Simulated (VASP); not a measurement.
Input of a VASP 6.6.1 run:

File INCAR:

```
SYSTEM = LiBe16
ALGO = Normal ; EDIFF = 1E-7
ENCUT = 520 ; GGA = PE
ISIF = 2 ; ISMEAR = 0
IVDW = 12 ; LASPH = .TRUE.
LCHARG = .FALSE. ; LREAL = Auto
LWAVE = .FALSE. ; NBANDS = 32
NELM = 80 ; PREC = Accurate
SIGMA = 0.1
```

Contents of KPOINTS:

```
k-points
0
G
  4 4 3
  0 0 0
```

Contents of POSCAR:

```
LiBe16
1.0
   -2.2900000000     -3.9663960000      0.0000000000
    3.4350000000     -1.9831980000      0.0000000000
    0.0000000000      0.0000000000      7.1768600000
Be Li
16 1
Direct
    0.7562876070      0.5022301660     -0.0002032922
    0.5051191046      0.3583795486      0.2434435115
    0.7918604062      0.5018193101      0.4824589026
    0.5291304524      0.3127111313      0.7655229446
    0.5030733279     -0.0008844480      0.0202233289
    0.2520194900      0.8616703441      0.2815065363
    0.5660921582      0.0750995756      0.5007801462
    0.2365471039      0.9127169921      0.7967634871
    0.2531826544      0.4910469516     -0.0111034631
   -0.0102972749      0.3430641166      0.2248863709
    0.2115255568      0.3258609971      0.4545809727
    0.0092661507      0.3736216842      0.7310157924
   -0.0017652681     -0.0088202224      0.0214689990
    0.7541856103      0.8381251958      0.2564805500
   -0.0062849652     -0.0588828443      0.5322866825
    0.7511250308      0.8362935431      0.7718305777
    0.3943460484      0.6698627222      0.5811069186
```

Potentials or basis: VASP PAW PBE potentials, release 64 (Be, Li_sv).

Run with:

```sh
$ cat potpaw_PBE.64/Be/POTCAR potpaw_PBE.64/Li_sv/POTCAR > POTCAR
$ mpirun -np 1 vasp_std > vasp.out
```

Problem. What does it give for the largest force?

Solution. 0.417 eV/Å.

Problem. What does it give for the dispersion energy per atom?

Solution. -0.370 eV.

Forces in eV/Å, atoms in the order of the input:
```
Be   0.024 -0.026  0.024
Be   0.045 -0.034  0.042
Be  -0.074 -0.065  0.027
Be   0.138  0.017  0.079
Be   0.055 -0.035  0.040
Be   0.070 -0.033  0.037
Be   0.048 -0.126  0.064
Be  -0.225  0.048 -0.028
Be   0.061 -0.051  0.055
Be   0.051 -0.029 -0.011
Be  -0.156  0.198  0.011
Be  -0.065 -0.016  0.072
Be   0.038 -0.034 -0.031
Be   0.036 -0.003  0.017
Be  -0.055  0.088  0.015
Be   0.043  0.082  0.001
Li  -0.034  0.020 -0.415
```

Caveat: the k points lie up to 0.40 Å⁻¹ apart.
